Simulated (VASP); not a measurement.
Here is a VASP 6.6.1 calculation.

File POSCAR:

```
BaTiO3
1.0
    4.0319015516      0.0000000000      0.0000000000
    0.0000000000      3.9723167996      0.0000000000
    0.0000000000      0.0000000000      4.1123825565
Ba Ti O
1 1 3
Direct
    0.0000000000      0.0000000000      0.9926109048
    0.5000000000      0.5000000000      0.4745255192
    0.5000000000      0.5000000000      0.0315737038
    0.5000000000      0.0000000000      0.5146449361
    0.0000000000      0.5000000000      0.5146449361
```

INCAR.step1

```
SYSTEM = BaTiO3
PREC     = Accurate       ! precision mode
ENCUT    = 520            ! plane-wave cutoff, eV
ISMEAR   = 0              ! smearing method
SIGMA    = 0.05           ! smearing width, eV
LREAL    = .False.        ! projectors in reciprocal space
LASPH    = .True.         ! aspherical terms in the spheres
NELM     = 100            ! most SCF steps
NBANDS   = 28             ! bands
GGA      = PE             ! functional
ALGO     = Normal         ! electronic algorithm
EDIFF    = 1E-4           ! SCF threshold, eV
LWAVE    = .True.         ! write WAVECAR
LCHARG   = .False.        ! write CHGCAR
```

INCAR.step2

```
SYSTEM = BaTiO3
PREC     = Accurate       ! precision mode
ENCUT    = 520            ! plane-wave cutoff, eV
EDIFF    = 1E-6           ! SCF threshold, eV
ISMEAR   = 0              ! smearing method
SIGMA    = 0.05           ! smearing width, eV
LREAL    = .False.        ! projectors in reciprocal space
LASPH    = .True.         ! aspherical terms in the spheres
NELM     = 100            ! most SCF steps
ALGO     = Normal         ! electronic algorithm
ISIF     = 2              ! what is computed and relaxed
LWAVE    = .False.        ! write WAVECAR
LCHARG   = .False.        ! write CHGCAR
METAGGA  = R2SCAN         ! meta-GGA
LMIXTAU  = .True.       
NBANDS   = 28             ! bands
ISTART   = 1
```

The input KPOINTS:

```
Automatic mesh
0
Gamma
  8 8 8
  0 0 0
```

Potentials or basis: VASP PAW PBE potentials, release 64 (Ba_sv, Ti_sv, O).

Run with:

```bash
$ cat potpaw_PBE.64/Ba_sv/POTCAR potpaw_PBE.64/Ti_sv/POTCAR potpaw_PBE.64/O/POTCAR > POTCAR
$ cp INCAR.step1 INCAR
$ mpirun -np 1 vasp_std > vasp.out
$ cp INCAR.step2 INCAR
$ mpirun -np 1 vasp_std > vasp.out
```

Problem. Estimate the pressure.

Solution. -0.7 GPa.

Problem. Predict the band gap on the k mesh.

Solution. 2.18 eV, indirect (least direct gap 2.66 eV).

Problem. What does it give for the largest force?

Solution. 0.135 eV/Å.

Forces on the atoms (eV/Å):
```
Ba   0.000  0.000  0.024
Ti   0.000  0.000  0.135
O    0.000  0.000 -0.100
O    0.000  0.000  0.007
O    0.000  0.000 -0.066
```

Caveat: the cell differs from its parent crystal (strain +0.0150 x Voigt [1, 0, 0, 0, 0, 0]); the PAW data sets were made with another functional, which shifts forces and pressure a little; spin-orbit coupling is left out, which moves the levels of the heavy elements. A k mesh can miss the band edges.
